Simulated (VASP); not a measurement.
Wanted: the native input for a VASP 6.6.1 run.

| Item | Value |
| --- | --- |
| Task | single point |
| Functional | PBEsol |
| Potentials or basis | VASP PAW PBE potentials, release 64 (Tc_pv) |
| Cutoff | 520 eV |
| k mesh | 9 × 9 × 3 |
| Occupations | fermi-dirac, width 0.05 eV |
| Spin | no spin polarisation |
| Dipole correction | no |
| Further INCAR settings | ALGO = Normal; EDIFF = 1e-06; NBANDS = 34 |

The structure of Tc lies in POSCAR:

```
Tc
1.0
    2.7393552909      0.0000000000      0.0000000000
   -1.3696776454      2.3723512719      0.0000000000
    0.0000000000      0.0000000000      8.7696844400
Tc
4
Direct
    0.6666666667      0.3333333333      0.7500000000
    0.0000000000      0.0000000000      0.5000000000
    0.3333333333      0.6666666667      0.2500000000
    0.0000000000      0.0000000000      0.0000000000
```

One way to write it, as run:

INCAR

```
SYSTEM = Tc
PREC = Accurate ; ENCUT = 520
EDIFF = 1E-6 ; ISMEAR = -1
SIGMA = 0.05 ; LREAL = .False.
LASPH = .True. ; NELM = 60
ALGO = Normal ; ISIF = 2
LWAVE = .False. ; LCHARG = .False.
GGA = PS ; NBANDS = 34
```

KPOINTS

```
Automatic mesh
0
Gamma
  9 9 3
  0 0 0
```

Potentials or basis: VASP PAW PBE potentials, release 64 (Tc_pv).

Run with:

```bash
$ cat potpaw_PBE.64/Tc_pv/POTCAR > POTCAR
$ mpirun -np 1 vasp_std > vasp.out
```

Results of the run:

```yaml
Pressure: -5.9 GPa
Band_gap_on_the_k_mesh: zero (bands 26 and 27 overlap by 2.77 eV)
```

Caveat: the cell stands under tension; the PAW data sets were made with another functional, which shifts forces and pressure a little.

Run time: 74 s on 1 thread of Intel Xeon 8259CL, on a shared host, peak memory 0.18 GiB.
